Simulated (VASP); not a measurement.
# SnO (P4/nmm) in VASP: a series of runs

The runs below take SnO through single point, with PBE.

All numbers are computed with VASP 6.6.1; they aren't measurements. Logs are shortened: lines on timing, memory, paths and dates and some standing lists are left out, and cuts for length are marked.

**1. The cell of the first run**

It takes space group P4/nmm (No. 129, tetragonal). The conventional cell has a = 3.810 Å, b = 3.810 Å, c = 5.143 Å, α = 90.00°, β = 90.00°, γ = 90.00°. Sn (site symmetry 4mm) has 4 O at 2.24 Å within 3.0 Å. O (site symmetry -4m2) has 4 Sn at 2.24 Å and 4 O at 2.69 Å within 3.0 Å.

**2. Single point, PBE (strain -0.015 along x and y, +0.015 along z)**

INCAR reads:

```
PREC = Accurate
ENCUT = 520
EDIFF = 1E-6
ISMEAR = 0
SIGMA = 0.05
LREAL = False
LASPH = True
NELM = 80
ALGO = Normal
ISIF = 2
LWAVE = False
LCHARG = False
GGA = PE
NBANDS = 28
```

KPOINTS reads:

```
regular mesh
0
Gamma
  10 10 8
```

POSCAR reads:

```
SnO
1.0
    3.8101481901      0.0000000000      0.0000000000
    0.0000000000      3.8101481901      0.0000000000
    0.0000000000      0.0000000000      5.1432860516
Sn O
2 2
Direct
    0.0000000000      0.5000000000      0.2287361932
    0.5000000000      0.0000000000      0.7712638068
    0.0000000000      0.0000000000      0.0000000000
    0.5000000000      0.5000000000      0.0000000000
```

Potentials or basis: VASP PAW PBE potentials, release 64 (Sn_d, O).

Run with:

```bash
$ cat potpaw_PBE.64/Sn_d/POTCAR potpaw_PBE.64/O/POTCAR > POTCAR
$ mpirun -np 1 vasp_std > vasp.out
```

OUTCAR:

```text
PREC = Accurate
   ENCUT = 520
   EDIFF = 1E-6
   ISMEAR = 0
   LREAL = False
   LASPH = True
   NELM = 80
   ISIF = 2
   GGA = PE

 ion  position               nearest neighbor table
   1  0.000  0.500  0.229-   3 2.24   4 2.24   3 2.24   4 2.24   2 3.58   2 3.58   2 3.58   2 3.58

   2  0.500  0.000  0.771-   3 2.24   4 2.24   4 2.24   3 2.24   1 3.58   1 3.58   1 3.58   1 3.58

   3  0.000  0.000  0.000-   1 2.24   2 2.24   1 2.24   2 2.24
   4  0.500  0.500  0.000-   1 2.24   2 2.24   2 2.24   1 2.24

  LATTYP: Found a simple tetragonal cell.
 ALAT       =     3.8101481901
 C/A-ratio  =     1.3498913415

  Lattice vectors:

 A1 = (   3.8101481901,   0.0000000000,   0.0000000000)
 A2 = (   0.0000000000,   3.8101481901,   0.0000000000)
 A3 = (   0.0000000000,   0.0000000000,   5.1432860516)

Analysis of symmetry for initial positions (statically):
=====================================================================
 Subroutine PRICEL returns:
 Original cell was already a primitive cell.

 Routine SETGRP: Setting up the symmetry group for a
 simple tetragonal supercell.

 Subroutine GETGRP returns: Found 16 space group operations
 (whereof  8 operations were pure point group operations)
 out of a pool of 16 trial point group operations.

The static configuration has the point symmetry D_2d.
 The point group associated with its full space group is D_4h.

Analysis of symmetry for dynamics (positions and initial velocities):
=====================================================================
 Subroutine PRICEL returns:
 Original cell was already a primitive cell.

 Routine SETGRP: Setting up the symmetry group for a
 simple tetragonal supercell.

 Subroutine GETGRP returns: Found 16 space group operations
 (whereof  8 operations were pure point group operations)
 out of a pool of 16 trial point group operations.

The dynamic configuration has the point symmetry D_2d.
 The point group associated with its full space group is D_4h.

 Subroutine INISYM returns: Found 16 space group operations
 (whereof  8 operations are pure point group operations),
 and found     1 'primitive' translations

----------------------------------------------------------------------------------------

                                     Primitive cell

  volume of cell :      74.6663

  direct lattice vectors                    reciprocal lattice vectors
     3.810148190  0.000000000  0.000000000     0.262456983  0.000000000  0.000000000
     0.000000000  3.810148190  0.000000000     0.000000000  0.262456983  0.000000000
     0.000000000  0.000000000  5.143286052     0.000000000  0.000000000  0.194428229

  length of vectors
     3.810148190  3.810148190  5.143286052     0.262456983  0.262456983  0.194428229

  position of ions in fractional coordinates (direct lattice)
     0.000000000  0.500000000  0.228736193
     0.500000000  0.000000000  0.771263807
     0.000000000  0.000000000  0.000000000
     0.500000000  0.500000000  0.000000000

  ion indices of the primitive-cell ions
   primitive index   ion index
                 1           1
                 2           2
                 3           3
                 4           4

----------------------------------------------------------------------------------------

 KPOINTS: regular mesh

Automatic generation of k-mesh.
 Grid dimensions read from file:
 generate k-points for:   10   10    8

 Generating k-lattice:

  Cartesian coordinates                     Fractional coordinates (reciprocal lattice)
     0.026245698  0.000000000  0.000000000     0.100000000  0.000000000  0.000000000
     0.000000000  0.026245698  0.000000000     0.000000000  0.100000000  0.000000000
     0.000000000  0.000000000  0.024303529     0.000000000  0.000000000  0.125000000

  Length of vectors
     0.026245698  0.026245698  0.024303529

  Shift w.r.t. Gamma in fractional coordinates (k-lattice)
     0.000000000  0.000000000  0.000000000

 Subroutine IBZKPT returns following result:
 ===========================================

 Found    105 irreducible k-points:

 Following reciprocal coordinates:
            Coordinates               Weight
  0.000000  0.000000  0.000000      1.000000
  0.100000  0.000000  0.000000      4.000000
  0.200000  0.000000  0.000000      4.000000
  0.300000  0.000000  0.000000      4.000000
  0.400000  0.000000  0.000000      4.000000
  0.500000  0.000000  0.000000      2.000000
[... 16 lines left out ...]
  0.100000  0.000000  0.125000      8.000000
  0.200000  0.000000  0.125000      8.000000
 [... further k-points ...]
   k-points           NKPTS =    105   k-points in BZ     NKDIM =    105   number of bands    NBANDS=     28
   number of dos      NEDOS =    301   number of ions     NIONS =      4
   total plane-waves  NPLWV =  31360
   dimension x,y,z NGX =    28 NGY =   28 NGZ =   40
   dimension x,y,z NGXF=    56 NGYF=   56 NGZF=   80
   ions per type =               2   2
   NGX,Y,Z   is equivalent  to a cutoff of  12.22, 12.22, 12.93 a.u.
   NGXF,Y,Z  is equivalent  to a cutoff of  24.43, 24.43, 25.86 a.u.
 SYSTEM =  unknown system
   PREC   = accura    normal or accurate (medium, high low for compatibility)
   ISTART =      0    job   : 0-new  1-cont  2-samecut
   ICHARG =      2    charge: 1-file 2-atom 10-const
   ISPIN  =      1    spin polarized calculation?
   LNONCOLLINEAR =      F non collinear calculations
   LSORBIT =      F    spin-orbit coupling
   LASPH  =      T    aspherical Exc in radial PAW
   ENCUT  =  520.0 eV  38.22 Ry    6.18 a.u.   7.08  7.08  9.56*2*pi/ulx,y,z
   NELM   =     80;   NELMIN=  2; NELMDL= -5     # of ELM steps
   EDIFF  = 0.1E-05   stopping-criterion for ELM
   LREAL  =      F    real-space projection
   EDIFFG = 0.1E-04   stopping-criterion for IOM
   NSW    =      0    number of steps for IOM
   IBRION =     -1    ionic relax: 0-MD 1-quasi-New 2-CG
   NFREE  =      0    steps in history (QN), initial steepest desc. (CG)
   ISIF   =      2    stress and relaxation
   ISYM   =      2    0-nonsym 1-usesym 2-fastsym
   POTIM  = 0.5000    time-step for ionic-motion
   TEBEG  =    0.0;   TEEND  =   0.0 temperature during run
   PSTRESS=    0.0 pullay stress
   NELECT =      40.0000    total number of electrons
   NUPDOWN=      -1.0000    fix difference up-down
   EMIN   =  10.00;   EMAX   =-10.00  energy-range for DOS
   EFERMI =   0.00;   METHOD = LEGACY
   ISMEAR =     0;   SIGMA  =   0.05  broadening in eV -4-tet -1-fermi 0-gaus
   EFERMI_NEDOS =   21; number of points for ismear=-14 and -15
   IALGO  =     38    algorithm
   IMIX   =      4    mixing-type and parameters
     AMIX     =   0.40;   BMIX     =  1.00
     AMIX_MAG =   1.60;   BMIX_MAG =  1.00
  volume/ion in A,a.u.               =      18.67       125.97
  Fermi-wavevector in a.u.,A,eV,Ry     =   1.329597  2.512574 24.052762  1.767828
  Thomas-Fermi vector in A             =   2.458747
   LORBIT       =      0    0 simple, 1 ext, 2 COOP (PROOUT), +10 PAW based schemes
   GGA     = PE    functional components
   LHFCALC =     F    Hartree Fock is set to
   AEXX    =    0.0000 exact exchange contribution
   IVDW    =     0    specifies the selected vdW correction
   LEPSILON=     F    determine dielectric tensor
   LRPA    =     F    only Hartree local field effects (RPA)
 non-spin polarized calculation
 Gauss-broadening in eV      SIGMA  =   0.05
  energy-cutoff  :      520.00
  volume of cell :       74.67
 maximum number of plane-waves:      2032
   NGX = 15   NGY = 15   NGZ = 19

 number of electron      39.9999993 magnetization

 Free energy of the ion-electron system (eV)
  ---------------------------------------------------
  ext. energy  EPLUGINS =         0.00000000
  ---------------------------------------------------
  free energy    TOTEN  =       -22.70715875 eV

  energy without entropy =      -22.70715875  energy(sigma->0) =      -22.70715875

 E-fermi :   6.6247     XC(G=0):  -9.8905

 val. band max:        6.4413702047   @ k =   0.0000   0.0000   0.0000
 cond. band min:       6.8105039872   @ k =   0.5000   0.5000   0.0000
 fundamental gap:      0.3691337825
 Fermi energy:         6.6246771849

 k-point     1 :       0.0000    0.0000    0.0000
  band No.  band energies     occupation
      1     -15.4637      2.00000
      2     -15.0814      2.00000
      3     -15.0608      2.00000
      4     -15.0608      2.00000
      5     -15.0322      2.00000
      6     -15.0112      2.00000
[... 20 lines left out ...]
     27      13.3524      0.00000
     28      13.8347      0.00000

 k-point     2 :       0.1000    0.0000    0.0000
  band No.  band energies     occupation
      1     -15.4587      2.00000
      2     -15.0794      2.00000
      3     -15.0597      2.00000
      4     -15.0594      2.00000
      5     -15.0335      2.00000
      6     -15.0080      2.00000
[... 20 lines left out ...]
     27      13.5460      0.00000
     28      14.6526      0.00000

 k-point     3 :       0.2000    0.0000    0.0000
  band No.  band energies     occupation
      1     -15.4447      2.00000
      2     -15.1089      2.00000
      3     -15.0561      2.00000
      4     -15.0561      2.00000
      5     -15.0454      2.00000
      6     -15.0370      2.00000
[... 20 lines left out ...]
     27      13.7568      0.00000
     28      16.2118      0.00000

 k-point     4 :       0.3000    0.0000    0.0000
  band No.  band energies     occupation
      1     -15.4225      2.00000
      2     -15.1962      2.00000
      3     -15.0522      2.00000
      4     -15.0500      2.00000
      5     -15.0414      2.00000
      6     -15.0406      2.00000
[... 578 lines left out ...]
     27      13.2358      0.00000
     28      13.9372      0.00000

 k-point    23 :       0.1000    0.0000    0.1250
  band No.  band energies     occupation
      1     -15.4576      2.00000
      2     -15.0809      2.00000
      3     -15.0578      2.00000
      4     -15.0575      2.00000
      5     -15.0324      2.00000
      6     -15.0073      2.00000
[... 20 lines left out ...]
     27      13.5018      0.00000
     28      14.6864      0.00000

 k-point    24 :       0.2000    0.0000    0.1250
  band No.  band energies     occupation
      1     -15.4440      2.00000
      2     -15.1117      2.00000
      3     -15.0563      2.00000
      4     -15.0540      2.00000
      5     -15.0459      2.00000
      6     -15.0357      2.00000
[... 20 lines left out ...]
     27      13.8185      0.00000
     28      16.1752      0.00000

 [... further k-points ...]
[... 5 lines left out ...]
  --------------------------------------------------------------------------------------
  -------------------------------------------------------------------------------------
  Total        1.2561435      1.2561435      0.2006854      0.0000000      0.0000000      0.0000000
  in kB       26.9541358     26.9541358      4.3062773      0.0000000      0.0000000      0.0000000
  external PRESSURE =      19.4048496 kB  Pullay stress =       0.0000000 kB

 VOLUME and BASIS-vectors are now :
 -----------------------------------------------------------------------------
  energy-cutoff  :      520.00
  volume of cell :       74.67
      direct lattice vectors                 reciprocal lattice vectors
     3.810148190  0.000000000  0.000000000     0.262456983  0.000000000  0.000000000
     0.000000000  3.810148190  0.000000000     0.000000000  0.262456983  0.000000000
     0.000000000  0.000000000  5.143286052     0.000000000  0.000000000  0.194428229

 POSITION                                       TOTAL-FORCE (eV/Angst)
 -----------------------------------------------------------------------------------
      0.00000      1.90507      1.17646         0.000000      0.000000      0.129444
      1.90507      0.00000      3.96683        -0.000000      0.000000     -0.129444
      0.00000      0.00000      0.00000         0.000000      0.000000      0.000000
      1.90507      1.90507      0.00000        -0.000000     -0.000000      0.000000
 -----------------------------------------------------------------------------------
    total drift:                                0.000000      0.000000      0.000000

  FREE ENERGIE OF THE ION-ELECTRON SYSTEM (eV)
  ---------------------------------------------------
  free  energy   TOTEN  =       -22.7071587484 eV

  energy  without entropy=      -22.7071587483  energy(sigma->0) =      -22.70715875
```

It took 3.8 min on 1 thread of AMD EPYC 7R13, shared host; peak memory 0.27 GiB.

What came out:

```yaml
Free_energy: -22.7072 eV
Pressure: 1.9 GPa
Largest_force: 0.129 eV/Å
Band_gap_on_the_k_mesh: 0.37 eV (least direct gap 1.94 eV)
```

Forces in eV/Å, atoms in the order of the input:
```
Sn   0.000  0.000  0.129
Sn   0.000  0.000 -0.129
O    0.000  0.000  0.000
O    0.000  0.000  0.000
```

Levels at points of the mesh, in eV from the valence-band top:
```
           k point  band 17  band 18  band 19  band 20  band 21  band 22  band 23  band 24
(0.00, 0.00, 0.00)    -3.36    -2.98    -2.98     0.00     1.94     3.91     4.92     4.92
(0.50, 0.00, 0.00)    -4.63    -4.63    -2.54    -2.54     2.88     2.88     5.72     5.72
(0.50, 0.50, 0.00)    -2.33    -2.33    -1.89    -1.89     0.37     0.37     4.36     4.36
(0.00, 0.00, 0.50)    -3.40    -2.99    -2.99    -2.26     1.84     3.29     3.29     3.87
(0.50, 0.00, 0.50)    -4.61    -4.61    -1.73    -1.73     2.29     2.29     5.61     5.61
(0.50, 0.50, 0.50)    -2.46    -2.46    -2.33    -2.33     2.44     2.44     3.55     3.55
```

Caveat: the cell differs from its parent crystal (strain -0.015 along x and y, +0.015 along z); semilocal functionals underestimate gaps, and a narrow one can read as zero; spin-orbit coupling is left out, which moves the levels of the heavy elements.

**3. Single point, PBE (strain -0.015 along x and y, +0.030 along z)**

INCAR reads:

```
PREC = Accurate
ENCUT = 520
EDIFF = 1E-6
ISMEAR = 0
SIGMA = 0.05
LREAL = F
LASPH = T
NELM = 60
ALGO = Normal
ISIF = 2
LWAVE = F
LCHARG = F
GGA = PE
NBANDS = 28
```

KPOINTS is that of step 2.

POSCAR: that of step 2 with these lines changed.

```diff
@@ -4,3 +4,3 @@
     0.0000000000      3.8101481901      0.0000000000
-    0.0000000000      0.0000000000      5.1432860516
+    0.0000000000      0.0000000000      5.2192952050
 Sn O
```

Potentials or basis: VASP PAW PBE potentials, release 64 (Sn_d, O).

Run with:

```bash
$ cat potpaw_PBE.64/Sn_d/POTCAR potpaw_PBE.64/O/POTCAR > POTCAR
$ mpirun -np 1 vasp_std > vasp.out
```

Wall time 4.6 min (1 thread of AMD EPYC 7R13, shared host); peak memory 0.27 GiB.

The run converged. Its results:

```yaml
Free_energy: -22.7057 eV
Pressure: 0.8 GPa
Largest_force: 0.161 eV/Å
Band_gap_on_the_k_mesh: 0.39 eV (least direct gap 1.94 eV)
```

Forces on the atoms (eV/Å):
```
Sn   0.000  0.000 -0.161
Sn   0.000  0.000  0.161
O    0.000  0.000  0.000
O    0.000  0.000  0.000
```

Stress tensor (GPa, compression positive):
```
 1.83  0.00  0.00
 0.00  1.83  0.00
 0.00  0.00 -1.14
```

Levels at points of the mesh, in eV from the valence-band top:
```csv
k point,band 16,band 17,band 18,band 19,band 20,band 21,band 22,band 23,band 24,band 25
"(0.00, 0.00, 0.00)",-5.89,-3.29,-2.84,-2.84,0.00,1.94,3.89,4.93,4.93,5.32
"(0.50, 0.00, 0.00)",-4.82,-4.50,-4.50,-2.52,-2.52,2.80,2.80,5.71,5.71,5.94
"(0.50, 0.50, 0.00)",-4.98,-2.21,-2.21,-1.92,-1.92,0.39,0.39,4.31,4.31,6.40
"(0.00, 0.00, 0.50)",-3.62,-3.32,-2.86,-2.86,-2.28,1.94,3.33,3.33,3.92,7.40
"(0.50, 0.00, 0.50)",-5.11,-4.48,-4.48,-1.73,-1.73,2.22,2.22,5.62,5.62,6.32
"(0.50, 0.50, 0.50)",-5.26,-2.44,-2.44,-2.21,-2.21,2.42,2.42,3.44,3.44,5.51
```

Caveat: the cell differs from its parent crystal (strain -0.015 along x and y, +0.030 along z); semilocal functionals underestimate gaps, and a narrow one can read as zero; spin-orbit coupling is left out, which moves the levels of the heavy elements.
